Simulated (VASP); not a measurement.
# VMo2Se4 (C2/m) in VASP: notebook, part 2 of 2

VASP 6.6.1.

### 3 Single point, PBE

INCAR reads:

```
SYSTEM = VMo2Se4
ALGO = Normal
EDIFF = 1E-6
ENCUT = 520
GGA = PE
ISIF = 2
ISMEAR = 0
LASPH = .TRUE.
LCHARG = .TRUE.
LELF = .TRUE.
LREAL = .FALSE.
LVHAR = .TRUE.
LWAVE = .FALSE.
NBANDS = 42
NELM = 100
PREC = Accurate
SIGMA = 0.001
```

KPOINTS reads:

```
k-points
0
G
  6 3 6
  0 0 0
```

POSCAR reads:

```
VMo2Se4
1.0
    0.0000000000      3.4092270000      0.0000000000
    6.2674570000      0.0000000000      0.0000000000
   -2.8216410000      1.7046130000     -6.1394320000
Se V Mo
4 1 2
Direct
    0.3675000000      0.9726000000      0.2650000000
    0.6325000000      0.0274000000      0.7350000000
    0.8938000000      0.4493000000      0.2124000000
    0.1062000000      0.5507000000      0.7876000000
    0.0000000000      0.0000000000      0.0000000000
    0.2561000000      0.6904000000      0.4878000000
    0.7439000000      0.3096000000      0.5122000000
```

Potentials or basis: VASP PAW PBE potentials, release 64 (Se, V_sv, Mo_sv).

Launch:

```console
> cat potpaw_PBE.64/Se/POTCAR potpaw_PBE.64/V_sv/POTCAR potpaw_PBE.64/Mo_sv/POTCAR > POTCAR
> mpirun -np 1 vasp_std > vasp.out
```

OUTCAR:

```text
SYSTEM = VMo2Se4
   EDIFF = 1E-6
   ENCUT = 520
   GGA = PE
   ISIF = 2
   ISMEAR = 0
   LASPH = .TRUE.
   LREAL = .FALSE.
   NELM = 100
   PREC = Accurate

 ion  position               nearest neighbor table
   1  0.367  0.973  0.265-   5 2.53   5 2.53   7 2.69   7 2.69   6 2.76
   2  0.633  0.027  0.735-   5 2.53   5 2.53   6 2.69   6 2.69   7 2.76
   3  0.894  0.449  0.212-   6 2.51   6 2.51   7 2.52   5 2.57
   4  0.106  0.551  0.788-   7 2.51   7 2.51   6 2.52   5 2.57
   5  0.000  0.000  0.000-   1 2.53   2 2.53   2 2.53   1 2.53   4 2.57   3 2.57   6 3.18   7 3.18

   6  0.256  0.690  0.488-   3 2.51   3 2.51   4 2.52   2 2.69   2 2.69   1 2.76   7 2.99   7 2.99
                             5 3.18
   7  0.744  0.310  0.512-   4 2.51   4 2.51   3 2.52   1 2.69   1 2.69   2 2.76   6 2.99   6 2.99
                             5 3.18

  LATTYP: Found a base centered monoclinic cell.
 ALAT       =    13.5135906724
 B/A-ratio  =     0.2522813575
 C/A-ratio  =     0.4637891699
 COS(beta)  =    -0.4176004836

  Lattice vectors:

 A1 = (  -2.8216410000,  -1.7046140000,  -6.1394320000)
 A2 = (  -2.8216410000,   1.7046130000,  -6.1394320000)
 A3 = (   6.2674570000,   0.0000000000,   0.0000000000)

Analysis of symmetry for initial positions (statically):
=====================================================================
 Subroutine PRICEL returns:
 Original cell was already a primitive cell.

 Routine SETGRP: Setting up the symmetry group for a
 base centered monoclinic supercell.

 Subroutine GETGRP returns: Found  4 space group operations
 (whereof  4 operations were pure point group operations)
 out of a pool of  4 trial point group operations.

The static configuration has the point symmetry C_2h.

Analysis of symmetry for dynamics (positions and initial velocities):
=====================================================================
 Subroutine PRICEL returns:
 Original cell was already a primitive cell.

[... 136 lines left out ...]
     AMIX     =   0.40;   BMIX     =  1.00
     AMIX_MAG =   1.60;   BMIX_MAG =  1.00
  volume/ion in A,a.u.               =      18.74       126.47
  Fermi-wavevector in a.u.,A,eV,Ry     =   1.295450  2.448046 22.833185  1.678192
  Thomas-Fermi vector in A             =   2.426969
   LORBIT       =      0    0 simple, 1 ext, 2 COOP (PROOUT), +10 PAW based schemes
   GGA     = PE    functional components
   LHFCALC =     F    Hartree Fock is set to
   AEXX    =    0.0000 exact exchange contribution
   IVDW    =     0    specifies the selected vdW correction
   LEPSILON=     F    determine dielectric tensor
   LRPA    =     F    only Hartree local field effects (RPA)
 non-spin polarized calculation
 Gauss-broadening in eV      SIGMA  =   0.00
  energy-cutoff  :      520.00
  volume of cell :      131.18
 maximum number of plane-waves:      3555
 NGX is ok and might be reduce to    28
   NGX = 13   NGY = 23   NGZ = 25

 number of electron      64.9999995 magnetization

 Free energy of the ion-electron system (eV)
  ---------------------------------------------------
  ext. energy  EPLUGINS =         0.00000000
  ---------------------------------------------------
  free energy    TOTEN  =       -48.04682207 eV

  energy without entropy =      -48.04678296  energy(sigma->0) =      -48.04680251

 E-fermi :   7.7518     XC(G=0): -11.1326

 val. band max:        7.7514998700   @ k =   0.3333   0.0000   0.0000
 cond. band min:       7.7520147973   @ k =  -0.1667   0.3333   0.0000
 fundamental gap:      0.0005149273
 Fermi energy:         7.7517573337

 k-point     1 :       0.0000    0.0000    0.0000
  band No.  band energies     occupation
      1     -56.7893      2.00000
      2     -53.6739      2.00000
      3     -53.6342      2.00000
      4     -30.7034      2.00000
      5     -30.7033      2.00000
      6     -30.5766      2.00000
[... 1069 lines left out ...]
     41      10.3388      0.00000
     42      10.7013      0.00000

 [... further k-points ...]
[... 5 lines left out ...]
  --------------------------------------------------------------------------------------
  -------------------------------------------------------------------------------------
  Total       -1.4857867     -3.4972402     -0.2562135     -0.0000000     -0.0000000     -0.4377940
  in kB      -18.1464453    -42.7130482     -3.1292274     -0.0000004     -0.0000003     -5.3469357
  external PRESSURE =     -21.3295736 kB  Pullay stress =       0.0000000 kB

 VOLUME and BASIS-vectors are now :
 -----------------------------------------------------------------------------
  energy-cutoff  :      520.00
  volume of cell :      131.18
      direct lattice vectors                 reciprocal lattice vectors
     0.000000000  3.409227000  0.000000000     0.000000000  0.293321624  0.081440735
     6.267457000  0.000000000  0.000000000     0.159554346  0.000000000 -0.073330087
    -2.821641000  1.704613000 -6.139432000     0.000000000  0.000000000 -0.162881517

 POSITION                                       TOTAL-FORCE (eV/Angst)
 -----------------------------------------------------------------------------------
      5.34799      1.70461     -1.62695        -0.444803     -0.000000     -0.257623
     -1.90218      3.40923     -4.51248         0.444803      0.000000      0.257623
      2.21665      3.40923     -1.30402        -0.314049      0.000000      0.341747
      1.22916      1.70461     -4.83542         0.314049     -0.000000     -0.341747
      0.00000      0.00000      0.00000         0.000000     -0.000000      0.000000
      2.95066      1.70461     -2.99481        -0.791460     -0.000000     -0.227233
      0.49516      3.40923     -3.14462         0.791460      0.000000      0.227233
 -----------------------------------------------------------------------------------
    total drift:                               -0.000000      0.000000     -0.000000

  FREE ENERGIE OF THE ION-ELECTRON SYSTEM (eV)
  ---------------------------------------------------
  free  energy   TOTEN  =       -48.0468220700 eV

  energy  without entropy=      -48.0467829587  energy(sigma->0) =      -48.04680251
```

It took 6.3 min on 1 thread of Oxide Virtual Turin-like, shared host; peak memory 0.32 GiB.

Results:

| Property | Result |
| --- | --- |
| Free energy | -48.0468 eV |
| Pressure | -2.1 GPa |
| Largest force | 0.823 eV/Å |

Forces in eV/Å, atoms in the order of the input:
```
Se  -0.445  0.000 -0.258
Se   0.445  0.000  0.258
Se  -0.314  0.000  0.342
Se   0.314  0.000 -0.342
V    0.000  0.000  0.000
Mo  -0.791  0.000 -0.227
Mo   0.791  0.000  0.227
```

Stress tensor (GPa, compression positive):
```
-1.81  0.00 -0.53
 0.00 -4.27  0.00
-0.53  0.00 -0.31
```

Caveat: the k points lie up to 0.37 Å⁻¹ apart; the run has no spin polarisation, though such a crystal can be magnetic. With open d or f shells a metallic result of PBE can be an artefact of self-interaction; +U or a hybrid may open a gap.
